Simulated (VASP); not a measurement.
Wanted: the native input for a VASP 6.6.1 run.

```
Task                   : single point
Functional             : PBEsol
Potentials or basis    : VASP PAW PBE potentials, release 64 (Mg, O)
Cutoff                 : 520 eV
k mesh                 : 9 × 9 × 9
Occupations            : fermi-dirac, width 0.05 eV
Spin                   : no spin polarisation
Dipole correction      : no
Further INCAR settings : ALGO = Normal; EDIFF = 1e-06; NBANDS = 11
```

The structure of MgO lies in POSCAR:

```
MgO
1.0
    0.0000000000      2.0970013927      2.0550613648
    2.0970013927      0.0000000000      2.0550613648
    2.0970013927      2.0970013927      0.0000000000
Mg O
1 1
Direct
    0.0000000000      0.0000000000      0.0000000000
    0.5000000000      0.5000000000      0.5000000000
```

The input as run:

INCAR

```
PREC = Accurate
ENCUT = 520
EDIFF = 1E-6
ISMEAR = -1
SIGMA = 0.05
LREAL = F
LASPH = T
NELM = 80
ALGO = Normal
ISIF = 2
LWAVE = F
LCHARG = F
GGA = PS
NBANDS = 11
```

KPOINTS

```
Automatic mesh
0
Gamma
  9 9 9
```

Potentials or basis: VASP PAW PBE potentials, release 64 (Mg, O).

Run with:

```bash
$ cat potpaw_PBE.64/Mg/POTCAR potpaw_PBE.64/O/POTCAR > POTCAR
$ mpirun -np 1 vasp_std > vasp.out
```

It gave:

```yaml
Pressure: 5.5 GPa
Band_gap_on_the_k_mesh: 4.94 eV, direct
```

Caveat: the PAW data sets were made with another functional, which shifts forces and pressure a little.

It took 11 s on 1 thread of Intel Xeon 6975P-C (shared host), peak memory 0.14 GiB.
